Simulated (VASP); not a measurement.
Input of a VASP 6.6.1 run:

The input INCAR:

```
SYSTEM = MgO2
  PREC = Accurate
  ENCUT = 750
  EDIFF = 1E-6
  ISMEAR = 0
  SIGMA = 0.02
  LREAL = .FALSE.
  LASPH = .TRUE.
  NELM = 120
  ALGO = Normal
  ISIF = 2
  LWAVE = .FALSE.
  LCHARG = .FALSE.
  GGA = PS
  NBANDS = 18
  GGA_COMPAT = .FALSE.
```

File KPOINTS:

```
Automatic mesh
0
G
  12 12 12
  0 0 0
```

Contents of POSCAR:

```
MgO2
1.0
    1.5645289503      0.9032812106      3.4368771738
   -1.5645289503      0.9032812106      3.4368771738
    0.0000000000     -1.8065624212      3.4368771738
Mg O
1 2
Direct
    0.0000000000      0.0000000000      0.0000000000
    0.4291373465      0.4291373465      0.4291373465
    0.5708626535      0.5708626535      0.5708626535
```

Potentials or basis: VASP PAW PBE potentials, release 64 (Mg_sv, O).

Launch:

```console
$ cat potpaw_PBE.64/Mg_sv/POTCAR potpaw_PBE.64/O/POTCAR > POTCAR
$ mpirun -np 1 vasp_std > vasp.out
```

Task: What does it give for the pressure?

Result: 4.1 GPa.

Task: Estimate the largest force.

Result: 0.138 eV/Å.

Task: Estimate the band gap on the k mesh.

Result: 2.55 eV.

Stress tensor (GPa, compression positive):
```
3.70 0.00 0.00
0.00 3.70 0.00
0.00 0.00 5.04
```

Caveat: the cell stands under pressure; the PAW data sets were made with another functional, which shifts forces and pressure a little. A k mesh can miss the band edges.
